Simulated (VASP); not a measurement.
TiSi2, 6 atoms in the cell. Symmetry: Cmcm, No. 63, orthorhombic system. The conventional cell has a = 3.595 Å, b = 13.204 Å, c = 3.627 Å, α = 90.00°, β = 90.00°, γ = 90.00°. Ti (site symmetry m2m) has 10 Si at 2.62 to 2.80 Å and 6 Ti at 3.27 to 3.63 Å within 3.7 Å. Within 3.2 Å of Si (site symmetry m2m) lie 6 Si at 2.39 to 3.11 Å and 6 Ti at 2.62 to 2.80 Å. Within 3.4 Å of Si (site symmetry m2m) lie 8 Si at 2.55 to 3.11 Å and 4 Ti at 2.65 Å. 

| Item | Value |
| --- | --- |
| Program | VASP 6.6.1 |
| Task | single point |
| Functional | PBE |
| Potentials or basis | VASP PAW PBE potentials, release 64 (Ti_sv, Si) |
| Cutoff | 520 eV |
| k mesh | 12 × 12 × 12 |
| Occupations | gaussian, width 0.15 eV |
| Spin | no spin polarisation |
| Dipole correction | no |
| Further INCAR settings | ALGO = Normal; EDIFF = 1e-07; NBANDS = 29 |

Potentials or basis: VASP PAW PBE potentials, release 64 (Ti_sv, Si).

Launch:

```console
$ cat potpaw_PBE.64/Ti_sv/POTCAR potpaw_PBE.64/Si/POTCAR > POTCAR
$ mpirun -np 1 vasp_std > vasp.out
```

Hardware: 1 thread of AMD EPYC 7R13 Processor (Zen 3), on a shared host.

Task: Estimate the wall time of this run.

Result: Wall time 17 min on 1 thread of AMD EPYC 7R13 Processor (Zen 3), on a shared host, peak memory 0.69 GiB. Counts: scf iterations 15, k points 301.
